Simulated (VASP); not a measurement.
A run of VASP 6.6.1 is set up as follows.

File INCAR:

```
  PREC = Accurate
  ENCUT = 500
  EDIFF = 1E-6
  ISMEAR = 1
  SIGMA = 0.1
  LREAL = F
  LASPH = T
  NELM = 120
  ALGO = Normal
  ISIF = 2
  LWAVE = F
  LCHARG = T
  GGA = PE
  LELF = T
  LVHAR = T
  NBANDS = 11
  GGA_COMPAT = F
```

The input KPOINTS:

```
regular mesh
0
Gamma
  10 10 10
```

POSCAR

```
Hf
1.0
   -1.8050000000      1.8050000000      1.8050000000
    1.8050000000     -1.8050000000      1.8050000000
    1.8050000000      1.8050000000     -1.8050000000
Hf
1
Direct
    0.0000000000      0.0000000000      0.0000000000
```

Potentials or basis: VASP PAW PBE potentials, release 64 (Hf_pv).

Run with:

```sh
$ cat potpaw_PBE.64/Hf_pv/POTCAR > POTCAR
$ mpirun -np 1 vasp_std > vasp.out
```

Question: What does it give for the band gap on the k mesh?

Answer: Zero (bands 5 and 6 overlap by 2.19 eV).

Question: Estimate the pressure.

Answer: -5.4 GPa.

Caveat: the cell stands under tension; spin-orbit coupling is left out, which moves the levels of the heavy elements.
